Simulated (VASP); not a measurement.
Write the native input for VASP 6.6.1 that does the following.

| Item | Value |
| --- | --- |
| Task | relaxation of cell and atoms |
| Functional | PBE |
| Potentials or basis | VASP PAW PBE potentials, release 64 (Ag) |
| Cutoff | 600 eV |
| k mesh | 9 × 9 × 9 |
| Occupations | gaussian, width 0.05 eV |
| Spin | no spin polarisation |
| Dipole correction | no |
| Further INCAR settings | ALGO = Normal; EDIFF = 1e-06; IBRION = 2; EDIFFG = -0.03; NSW = 80; ISIF = 3 |

The structure of Ag lies in POSCAR:

```
Ag
1.0
    2.6600000000      0.0000000000      0.0000000000
    0.0000000000      2.6600000000      0.0000000000
    0.0000000000      0.0000000000      2.6600000000
Ag
1
Direct
    0.0000000000      0.0000000000      0.0000000000
```

The input as run:

INCAR

```
PREC = Accurate
ENCUT = 600
EDIFF = 1E-6
ISMEAR = 0
SIGMA = 0.05
LREAL = False
LASPH = True
NELM = 60
ALGO = Normal
ISIF = 3
LWAVE = False
LCHARG = False
GGA = PE
IBRION = 2
NSW = 80
EDIFFG = -0.03
```

KPOINTS

```
Automatic mesh
0
Gamma
  9 9 9
```

Potentials or basis: VASP PAW PBE potentials, release 64 (Ag).

Command:

```bash
$ cat potpaw_PBE.64/Ag/POTCAR > POTCAR
$ mpirun -np 1 vasp_std > vasp.out
```

It gave:

- Relaxed volume: 20.70 Å³/atom
- Relaxed cell: a = 2.746 Å, b = 2.746 Å, c = 2.746 Å, α = 90.00°, β = 90.00°, γ = 90.00°
- Space group after relaxing (to 0.05 Å): Pm-3m (No. 221)
- Energy gained by relaxing: 45.2 meV/atom
- Ionic steps: 3
- Pressure after relaxing: 0.0 GPa

Wall time 14 s on 1 thread of Intel(R) Xeon(R) Platinum 8488C (Sapphire Rapids), on a shared host, peak memory 0.14 GiB.
